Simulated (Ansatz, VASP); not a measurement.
## Hf in VASP and in Ansatz

INCAR

```
SYSTEM = Hf
ALGO = Normal
EDIFF = 1E-8
ENCUT = 520
ISIF = 2
ISMEAR = -1
LASPH = .TRUE.
LCHARG = .FALSE.
LEFG = .TRUE.
LREAL = .FALSE.
LWAVE = .FALSE.
NBANDS = 11
NELM = 60
PREC = Accurate
SIGMA = 0.03
```

KPOINTS

```
k-points
0
G
  13 13 13
  0 0 0
```

The input POSCAR:

```
Hf
1.0
    0.0000000000      2.2200000000      2.1534000000
    2.2200000000      0.0000000000      2.1534000000
    2.2200000000      2.2200000000      0.0000000000
Hf
1
Direct
    0.0000000000      0.0000000000      0.0000000000
```

Input for Ansatz:

```yaml
crystal:
  lattice:
    - [0.0, 2.22, 2.1534]
    - [2.22, 0.0, 2.1534]
    - [2.22, 2.22, 0.0]
  atoms:
    - { symbol: Hf, position: [0.0, 0.0, 0.0] }
kpoints:
  mp_grid: { grid: [13, 13, 13] }
scf:
  occupations: { method: fermi_dirac, width: 0.03 }
hamiltonian:
  xc: lda
  pseudopotentials: { kind: all_electron, datasets: crystal }
output:
  forces: true
  stress: true
  eigenvalues: true
  efg: { contact_densities: true }
```

Change from the starting cell: zz strain of -3 %, crystal datasets.

Alike in both runs: task electric field gradients; functional LDA; k mesh 13 × 13 × 13; occupations fermi-dirac, width 0.03 eV; no spin polarisation.

|  | VASP | Ansatz |
| --- | --- | --- |
| version | VASP 6.6.1 | Ansatz 0.2.0 |
| potentials or method | VASP PAW LDA potentials, release 64 (Hf_pv), cutoff 520 eV | all-electron PAW with datasets made for the crystal, scalar-relativistic |

```tsv
	VASP	Ansatz	Ansatz less VASP
pressure (GPa)	-2.3	-2.3	+0.01
traceless stress, the component that is largest in VASP (GPa)	0.56	0.57	+0.015
size of Vzz on the site where it differs most (V/Å²)	25.2	28.2	+2.99
```

LDA's correlation is that of Perdew and Zunger in VASP and of Perdew and Wang (1992) in Ansatz. Ansatz ran all-electron here, and VASP with PAW potentials.

Spin-orbit coupling is off throughout.
